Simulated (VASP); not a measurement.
# PtSe2 in VASP: further runs

The runs below take PtSe2 through single point, with PBE+D3(BJ), r2SCAN.

All numbers are computed with VASP 6.6.1; they aren't measurements. Logs are shortened: lines on timing, memory, paths and dates and some standing lists are left out, and cuts for length are marked.

## (1) The cell of the first run

The cell holds a slab with vacuum, 3 atoms: a = 3.855 Å, b = 3.855 Å, c = 31.122 Å, α = 90.00°, β = 90.00°, γ = 120.00°.

## (2) Single point, PBE+D3(BJ) (biaxial strain +0.040, then relaxed in part)

File INCAR:

```
SYSTEM = PtSe2
ALGO = Normal
DIPOL = 0.5 0.5 0.500
EDIFF = 1E-6
ENCUT = 520
GGA = PE
IDIPOL = 3
ISIF = 2
ISMEAR = 0
IVDW = 12
LASPH = .True.
LCHARG = .False.
LDIPOL = .True.
LREAL = .False.
LWAVE = .False.
NBANDS = 18
NELM = 100
PREC = Accurate
SIGMA = 0.02
```

File KPOINTS:

```
k-points
0
Gamma
  12 12 1
  0 0 0
```

File POSCAR:

```
PtSe2
1.0
    3.8551407805      0.0000000000      0.0000000000
   -1.9275703902      3.3386498511      0.0000000000
    0.0000000000      0.0000000000     31.1216233429
Se Pt
2 1
Direct
    0.6666666667      0.3333333333      0.4600262286
    0.3333333333      0.6666666667      0.5399737714
    0.0000000000      0.0000000000      0.5000000000
```

Potentials or basis: VASP PAW PBE potentials, release 64 (Se, Pt).

The run is started by

```console
$ cat potpaw_PBE.64/Se/POTCAR potpaw_PBE.64/Pt/POTCAR > POTCAR
$ mpirun -np 1 vasp_std > vasp.out
```

OUTCAR:

```text
SYSTEM = PtSe2
   EDIFF = 1E-6
   ENCUT = 520
   GGA = PE
   ISIF = 2
   ISMEAR = 0
   IVDW = 12
   LASPH = .True.
   LREAL = .False.
   NELM = 100
   PREC = Accurate
 IVDW          = 12

 ion  position               nearest neighbor table
   1  0.667  0.333  0.460-   3 2.55   3 2.55   3 2.55
   2  0.333  0.667  0.540-   3 2.55   3 2.55   3 2.55
   3  0.000  0.000  0.500-   1 2.55   2 2.55   2 2.55   1 2.55   1 2.55   2 2.55

  LATTYP: Found a hexagonal cell.
 ALAT       =     3.8551407805
 C/A-ratio  =     8.0727592363

  Lattice vectors:

 A1 = (   3.8551407805,   0.0000000000,   0.0000000000)
 A2 = (  -1.9275703902,   3.3386498511,   0.0000000000)
 A3 = (   0.0000000000,   0.0000000000,  31.1216233429)

Analysis of symmetry for initial positions (statically):
=====================================================================
 Subroutine PRICEL returns:
 Original cell was already a primitive cell.

 Routine SETGRP: Setting up the symmetry group for a
 hexagonal supercell.

 Subroutine GETGRP returns: Found 12 space group operations
 (whereof 12 operations were pure point group operations)
 out of a pool of 24 trial point group operations.

The static configuration has the point symmetry D_3d.

Analysis of symmetry for dynamics (positions and initial velocities):
=====================================================================
 Subroutine PRICEL returns:
 Original cell was already a primitive cell.

 Routine SETGRP: Setting up the symmetry group for a
 hexagonal supercell.

 Subroutine GETGRP returns: Found 12 space group operations
 (whereof 12 operations were pure point group operations)
 out of a pool of 24 trial point group operations.

The dynamic configuration has the point symmetry D_3d.

 Subroutine INISYM returns: Found 12 space group operations
 (whereof 12 operations are pure point group operations),
 and found     1 'primitive' translations

----------------------------------------------------------------------------------------

                                     Primitive cell

  volume of cell :     400.5653

  direct lattice vectors                    reciprocal lattice vectors
     3.855140781  0.000000000  0.000000000     0.259393899  0.149761138  0.000000000
    -1.927570390  3.338649851  0.000000000     0.000000000  0.299522275  0.000000000
     0.000000000  0.000000000 31.121623343     0.000000000  0.000000000  0.032132000

  length of vectors
     3.855140781  3.855140780 31.121623343     0.299522275  0.299522275  0.032132000

  position of ions in fractional coordinates (direct lattice)
     0.666666667  0.333333333  0.460026229
     0.333333333  0.666666667  0.539973771
     0.000000000  0.000000000  0.500000000

  ion indices of the primitive-cell ions
   primitive index   ion index
                 1           1
                 2           2
                 3           3

----------------------------------------------------------------------------------------

 KPOINTS: k-points

Automatic generation of k-mesh.
 Grid dimensions read from file:
 generate k-points for:   12   12    1

 Generating k-lattice:

  Cartesian coordinates                     Fractional coordinates (reciprocal lattice)
     0.021616158  0.012480095  0.000000000     0.083333333  0.000000000  0.000000000
     0.000000000  0.024960190  0.000000000     0.000000000  0.083333333  0.000000000
     0.000000000  0.000000000  0.032132000     0.000000000  0.000000000  1.000000000

  Length of vectors
     0.024960190  0.024960190  0.032132000

  Shift w.r.t. Gamma in fractional coordinates (k-lattice)
     0.000000000  0.000000000  0.000000000

 Subroutine IBZKPT returns following result:
 ===========================================

 Found     19 irreducible k-points:

 Following reciprocal coordinates:
            Coordinates               Weight
  0.000000  0.000000  0.000000      1.000000
  0.083333  0.000000  0.000000      6.000000
  0.166667  0.000000  0.000000      6.000000
  0.250000  0.000000  0.000000      6.000000
  0.333333  0.000000  0.000000      6.000000
  0.416667  0.000000  0.000000      6.000000
[... 11 lines left out ...]
  0.333333  0.250000  0.000000     12.000000
  0.333333  0.333333  0.000000      2.000000
   k-points           NKPTS =     19   k-points in BZ     NKDIM =     19   number of bands    NBANDS=     18
   number of dos      NEDOS =    301   number of ions     NIONS =      3
   total plane-waves  NPLWV = 216000
   dimension x,y,z NGX =    30 NGY =   30 NGZ =  240
   dimension x,y,z NGXF=    60 NGYF=   60 NGZF=  480
   ions per type =               2   1
   NGX,Y,Z   is equivalent  to a cutoff of  12.94, 12.94, 12.82 a.u.
   NGXF,Y,Z  is equivalent  to a cutoff of  25.87, 25.87, 25.64 a.u.
 SYSTEM =  PtSe2
   PREC   = accura    normal or accurate (medium, high low for compatibility)
   ISTART =      0    job   : 0-new  1-cont  2-samecut
   ICHARG =      2    charge: 1-file 2-atom 10-const
   ISPIN  =      1    spin polarized calculation?
   LNONCOLLINEAR =      F non collinear calculations
   LSORBIT =      F    spin-orbit coupling
   LASPH  =      T    aspherical Exc in radial PAW
   ENCUT  =  520.0 eV  38.22 Ry    6.18 a.u.   7.17  7.17 57.87*2*pi/ulx,y,z
   NELM   =    100;   NELMIN=  2; NELMDL= -5     # of ELM steps
   EDIFF  = 0.1E-05   stopping-criterion for ELM
   LREAL  =      F    real-space projection
   EDIFFG = 0.1E-04   stopping-criterion for IOM
   NSW    =      0    number of steps for IOM
   IBRION =     -1    ionic relax: 0-MD 1-quasi-New 2-CG
   NFREE  =      0    steps in history (QN), initial steepest desc. (CG)
   ISIF   =      2    stress and relaxation
   ISYM   =      2    0-nonsym 1-usesym 2-fastsym
   POTIM  = 0.5000    time-step for ionic-motion
   TEBEG  =    0.0;   TEEND  =   0.0 temperature during run
   PSTRESS=    0.0 pullay stress
   NELECT =      22.0000    total number of electrons
   NUPDOWN=      -1.0000    fix difference up-down
   EMIN   =  10.00;   EMAX   =-10.00  energy-range for DOS
   EFERMI =   0.00;   METHOD = LEGACY
   ISMEAR =     0;   SIGMA  =   0.02  broadening in eV -4-tet -1-fermi 0-gaus
   EFERMI_NEDOS =   21; number of points for ismear=-14 and -15
   IALGO  =     38    algorithm
   IMIX   =      4    mixing-type and parameters
     AMIX     =   0.40;   BMIX     =  1.00
     AMIX_MAG =   1.60;   BMIX_MAG =  1.00
  volume/ion in A,a.u.               =     133.52       901.05
  Fermi-wavevector in a.u.,A,eV,Ry     =   0.622288  1.175953  5.268748  0.387242
  Thomas-Fermi vector in A             =   1.682091
   LORBIT       =      0    0 simple, 1 ext, 2 COOP (PROOUT), +10 PAW based schemes
   GGA     = PE    functional components
   LHFCALC =     F    Hartree Fock is set to
   AEXX    =    0.0000 exact exchange contribution
   IVDW    =    12    specifies the selected vdW correction
   LEPSILON=     F    determine dielectric tensor
   LRPA    =     F    only Hartree local field effects (RPA)
 non-spin polarized calculation
 Gauss-broadening in eV      SIGMA  =   0.02
  energy-cutoff  :      520.00
  volume of cell :      400.57
 maximum number of plane-waves:     10833
 NGX is ok and might be reduce to    30
   NGX = 15   NGY = 15   NGZ =115

 dipolmoment           0.000000      0.000000      0.000000 electrons x Angstroem

 number of electron      21.9999998 magnetization

 dipolmoment           0.000000      0.000000     -0.000000 electrons x Angstroem

 Free energy of the ion-electron system (eV)
  ---------------------------------------------------
  ext. energy  EPLUGINS =         0.00000000
  ---------------------------------------------------
  free energy    TOTEN  =       -14.24126594 eV

  energy without entropy =      -14.24126594  energy(sigma->0) =      -14.24126594

 E-fermi :  -3.8302     XC(G=0):  -2.0841

 val. band max:       -3.9690983833   @ k =   0.1667   0.0833   0.0000
 cond. band min:      -2.7935778985   @ k =   0.2500   0.0000   0.0000
 fundamental gap:      1.1755204848
 Fermi energy:        -3.8302262990

 k-point     1 :       0.0000    0.0000    0.0000
  band No.  band energies     occupation
      1     -17.8876      2.00000
      2     -16.0173      2.00000
      3      -9.1123      2.00000
      4      -9.1123      2.00000
      5      -8.7415      2.00000
      6      -6.7723      2.00000
[... 10 lines left out ...]
     17       1.6619      0.00000
     18       1.9686      0.00000

 k-point     2 :       0.0833    0.0000    0.0000
  band No.  band energies     occupation
      1     -17.8211      2.00000
      2     -16.0315      2.00000
      3      -9.1021      2.00000
      4      -9.0661      2.00000
      5      -8.6824      2.00000
      6      -6.8704      2.00000
[... 10 lines left out ...]
     17       1.7996      0.00000
     18       2.0621      0.00000

 k-point     3 :       0.1667    0.0000    0.0000
  band No.  band energies     occupation
      1     -17.6300      2.00000
      2     -16.0720      2.00000
      3      -9.0595      2.00000
      4      -8.9388      2.00000
      5      -8.5289      2.00000
      6      -7.2153      2.00000
[... 10 lines left out ...]
     17       2.0985      0.00000
     18       2.3671      0.00000

 k-point     4 :       0.2500    0.0000    0.0000
  band No.  band energies     occupation
      1     -17.3413      2.00000
      2     -16.1331      2.00000
      3      -9.0029      2.00000
      4      -8.7676      2.00000
      5      -8.4308      2.00000
      6      -7.6387      2.00000
[... 10 lines left out ...]
     17       2.5692      0.00000
     18       2.8198      0.00000

 k-point     5 :       0.3333    0.0000    0.0000
  band No.  band energies     occupation
      1     -17.0045      2.00000
      2     -16.2094      2.00000
      3      -9.2472      2.00000
      4      -8.6170      2.00000
      5      -8.4063      2.00000
      6      -7.5671      2.00000
[... 10 lines left out ...]
     17       3.0973      0.00000
     18       3.2921      0.00000

 k-point     6 :       0.4167    0.0000    0.0000
  band No.  band energies     occupation
      1     -16.6900      2.00000
      2     -16.3048      2.00000
      3      -9.7021      2.00000
      4      -8.5366      2.00000
      5      -8.0729      2.00000
      6      -7.4092      2.00000
[... 10 lines left out ...]
     17       3.5287      0.00000
     18       4.0878      0.00000

 k-point     7 :       0.5000    0.0000    0.0000
  band No.  band energies     occupation
      1     -16.4885      2.00000
      2     -16.4183      2.00000
      3      -9.8928      2.00000
      4      -8.5159      2.00000
      5      -7.6891      2.00000
      6      -7.5784      2.00000
[... 10 lines left out ...]
     17       4.0229      0.00000
     18       4.4489      0.00000

 k-point     8 :       0.0833    0.0833    0.0000
  band No.  band energies     occupation
      1     -17.6922      2.00000
      2     -16.0588      2.00000
      3      -9.0719      2.00000
      4      -8.9817      2.00000
      5      -8.5758      2.00000
      6      -7.0111      2.00000
[... 10 lines left out ...]
     17       2.1801      0.00000
     18       2.2538      0.00000
[... 124 lines left out ...]
     17       3.5200      0.00000
     18       3.6265      0.00000

 k-point    15 :       0.3333    0.1667    0.0000
  band No.  band energies     occupation
      1     -16.6042      2.00000
      2     -16.3024      2.00000
      3      -9.4901      2.00000
      4      -8.6390      2.00000
      5      -8.1105      2.00000
      6      -7.3926      2.00000
[... 10 lines left out ...]
     17       4.0319      0.00000
     18       4.3522      0.00000

 k-point    16 :       0.4167    0.1667    0.0000
  band No.  band energies     occupation
      1     -16.4199      2.00000
      2     -16.4067      2.00000
      3      -9.6556      2.00000
      4      -8.6282      2.00000
      5      -7.8976      2.00000
      6      -7.4416      2.00000
[... 10 lines left out ...]
     17       4.1624      0.00000
     18       4.2052      0.00000

 k-point    17 :       0.2500    0.2500    0.0000
  band No.  band energies     occupation
      1     -16.6262      2.00000
      2     -16.2802      2.00000
      3      -9.2502      2.00000
      4      -8.6625      2.00000
      5      -8.3918      2.00000
      6      -7.5173      2.00000
[... 10 lines left out ...]
     17       4.2615      0.00000
     18       4.3128      0.00000

 k-point    18 :       0.3333    0.2500    0.0000
  band No.  band energies     occupation
      1     -16.4405      2.00000
      2     -16.3381      2.00000
      3      -9.3825      2.00000
      4      -8.6722      2.00000
      5      -8.4030      2.00000
      6      -7.3959      2.00000
[... 10 lines left out ...]
     17       4.3718      0.00000
     18       4.7324      0.00000

 k-point    19 :       0.3333    0.3333    0.0000
  band No.  band energies     occupation
      1     -16.3646      2.00000
      2     -16.3646      2.00000
      3      -9.2376      2.00000
      4      -8.6867      2.00000
      5      -8.6867      2.00000
      6      -7.3403      2.00000
[... 10 lines left out ...]
     17       4.4158      0.00000
     18       4.5425      0.00000

------------------------ aborting loop because EDIFF is reached ----------------------------------------

 vacuum level on the upper side and lower side of the slab       (xc-potential included)        -0.007        -0.007

 Edisp (eV)   -0.83596

 E8    (eV) :    -0.3844

  FORCE on cell =-STRESS in cart. coord.  units (eV):
  Direction    XX          YY          ZZ          XY          YZ          ZX
  --------------------------------------------------------------------------------------
  -------------------------------------------------------------------------------------
  Total      -2.70839    -2.70839    -0.02128    -0.00000     0.00000    -0.00000
  in kB     -10.83300   -10.83300    -0.08512    -0.00000     0.00000    -0.00000
  external pressure =       -7.25 kB  Pullay stress =        0.00 kB

 VOLUME and BASIS-vectors are now :
 -----------------------------------------------------------------------------
  energy-cutoff  :      520.00
  volume of cell :      400.57
      direct lattice vectors                 reciprocal lattice vectors
     3.855140781  0.000000000  0.000000000     0.259393899  0.149761138  0.000000000
    -1.927570390  3.338649851  0.000000000     0.000000000  0.299522275  0.000000000
     0.000000000  0.000000000 31.121623343     0.000000000  0.000000000  0.032132000

 POSITION                                       TOTAL-FORCE (eV/Angst)
 -----------------------------------------------------------------------------------
      1.92757      1.11288     14.31676         0.000000     -0.000000      0.002816
     -0.00000      2.22577     16.80486        -0.000000      0.000000     -0.002816
      0.00000      0.00000     15.56081        -0.000000      0.000000      0.000000
 -----------------------------------------------------------------------------------
    total drift:                               -0.000000      0.000000      0.000000

  FREE ENERGIE OF THE ION-ELECTRON SYSTEM (eV)
  ---------------------------------------------------
  free  energy   TOTEN  =       -15.0772289189 eV

  energy  without entropy=      -15.0772289189  energy(sigma->0) =      -15.07722892

 vacuum level on the upper side and lower side of the slab         1.685         1.685
```

Wall time 1.9 min (1 thread of Intel Xeon 6975P-C (Granite Rapids), shared host); peak memory 0.58 GiB.

Results:

- Free energy: -15.0772 eV
- Band gap on the k mesh: 1.18 eV, indirect (least direct gap 1.26 eV)
- Dispersion energy per atom: -0.279 eV

Forces in eV/Å, atoms in the order of the input:
```
Se   0.000  0.000  0.003
Se   0.000  0.000 -0.003
Pt   0.000  0.000  0.000
```

Caveat: the cell differs from its parent crystal (biaxial strain +0.040, then relaxed in part); spin-orbit coupling is left out, which moves the levels of the heavy elements.

[end of part 1 of 2]
